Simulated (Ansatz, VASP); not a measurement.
# SrTiO3 in VASP and in Ansatz

```xyz
5
Lattice="3.8911 0.0000 0.0000 0.0000 3.8911 0.0000 0.0000 0.0000 3.8911" Properties=species:S:1:pos:R:3 pbc="T T T"
Sr    0.0000    0.1414    0.1414
Ti    1.9456    1.9456    1.9456
O     0.0000    1.9456    1.9456
O     1.9456    0.0000    1.9456
O     1.9456    1.9456    0.0000
```

Change from the starting cell: all Sr atoms moved -0.200 Å, as atom 1 towards its neighbour atom 3 (O) at 2.751 Å.

Alike in both runs: task single point; functional PBEsol; k mesh 8 × 8 × 8; occupations gaussian, width 0.05 eV; no spin polarisation.

```csv
,VASP,Ansatz
version,VASP 6.6.1,Ansatz 0.2.0
potentials or method,"VASP PAW PBE potentials, release 64 (Sr_sv, Ti_sv, O), cutoff 520 eV","scalar-relativistic, plane waves, PAW"
valence electrons in the cell,40,40
```

|  | VASP | Ansatz | Ansatz less VASP |
| --- | --- | --- | --- |
| gap on the k mesh at the Fermi level (eV) | 1.80 | 1.83 | +0.032 |
| least direct gap on the mesh (eV) | 2.15 | 2.17 | +0.021 |
| pressure (GPa) | 1.7 | 1.0 | -0.71 |
| traceless stress, the component that is largest in VASP (GPa) | 1.13 | 1.10 | -0.025 |
| rms of the force components (eV/Å) | 0.274 | 0.266 | -0.0078 |

VASP's potentials were made for PBE, not for PBEsol. Atom by atom the forces differ by 0.011 eV/Å (rms over components). The functional is the same, so the differences come from potentials, cutoffs and numerics.
